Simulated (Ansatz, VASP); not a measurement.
Two plane-wave programs on CO

```xyz
16
Lattice="0.0000 -5.9526 0.0000 0.0000 0.0000 -5.9526 11.9053 0.0000 0.0000" Properties=species:S:1:pos:R:3 pbc="T T T"
C     5.7422   -0.2104   -0.2104
C    11.6949   -0.2104   -0.2104
C     3.1868   -5.7422   -3.1868
C     9.1394   -5.7422   -3.1868
C     2.7659   -2.7659   -5.7422
C     8.7185   -2.7659   -5.7422
C     0.2104   -3.1868   -2.7659
C     6.1631   -3.1868   -2.7659
O     0.4435   -5.5091   -5.5091
O     6.3962   -5.5091   -5.5091
O     2.5328   -0.4435   -2.5328
O     8.4854   -0.4435   -2.5328
O     3.4199   -3.4199   -0.4435
O     9.3725   -3.4199   -0.4435
O     5.5091   -2.5328   -3.4199
O    11.4617   -2.5328   -3.4199
```

Alike in both runs: task single point; functional PBEsol; k mesh 4 × 4 × 2; occupations gaussian, width 0.05 eV; no spin polarisation.

```csv
,VASP,Ansatz
version,VASP 6.6.1,Ansatz 0.2.0
potentials or method,"VASP PAW PBE potentials, release 64 (C, O), cutoff 520 eV","scalar-relativistic, plane waves, PAW"
valence electrons in the cell,80,80
```

Ansatz gave:

* gap on the k mesh at the Fermi level (eV): 6.18
* least direct gap on the mesh (eV): 6.18
* pressure (GPa): 0.0
* rms of the force components (eV/Å): 0.001

Question: What did VASP give for the same quantities?

Answer: gap on the k mesh at the Fermi level (eV): 6.18; least direct gap on the mesh (eV): 6.18; pressure (GPa): 1.1; rms of the force components (eV/Å): 0.598.

VASP's potentials were made for PBE, not for PBEsol. Atom by atom the forces differ by 0.599 eV/Å (rms over components). One of these differences is far larger than is usual between the two programs; its cause wasn't traced.

Noted on VASP's run: the standard files for N, O and F lose accuracy on very short bonds.
